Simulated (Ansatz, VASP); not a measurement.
## YSb2 in VASP and in Ansatz

```
CELL_PARAMETERS angstrom
-3.54620 3.54620 3.09787
3.54620 -3.54620 3.09787
3.54620 3.54620 -3.09787
ATOMIC_POSITIONS crystal
Sb 0.65156 0.15156 0.80312
Sb 0.15156 0.34844 0.50000
Sb 0.34844 0.84844 0.19688
Sb 0.84844 0.65156 0.50000
Y 0.25000 0.25000 0.00000
Y 0.75000 0.75000 0.00000
```

Alike in both runs: task single point; functional r2SCAN; k mesh 7 × 7 × 7; no spin polarisation.

|  | VASP | Ansatz |
| --- | --- | --- |
| version | VASP 6.6.1 | Ansatz 0.2.0 |
| potentials or method | VASP PAW PBE potentials, release 64 (Sb, Y_sv), cutoff 520 eV | PAW plane waves |
| occupations | fermi-dirac, width 0.1 eV | fermi-dirac |
| valence electrons in the cell | 42 | 82 |

|  | VASP | Ansatz | Ansatz less VASP |
| --- | --- | --- | --- |
| pressure (GPa) | 5.5 | 5.5 | -0.05 |
| traceless stress, the component that is largest in VASP (GPa) | 5.56 | 5.55 | -0.007 |
| rms of the force components (eV/Å) | 0.354 | 0.357 | +0.0025 |

VASP's potentials were made for PBE, not for r2SCAN. Atom by atom the forces differ by 0.003 eV/Å (rms over components). VASP's potentials hold 42 valence electrons a cell and Ansatz's 82, so a difference there can come from the potentials and not from the codes.

Spin-orbit coupling is off throughout.
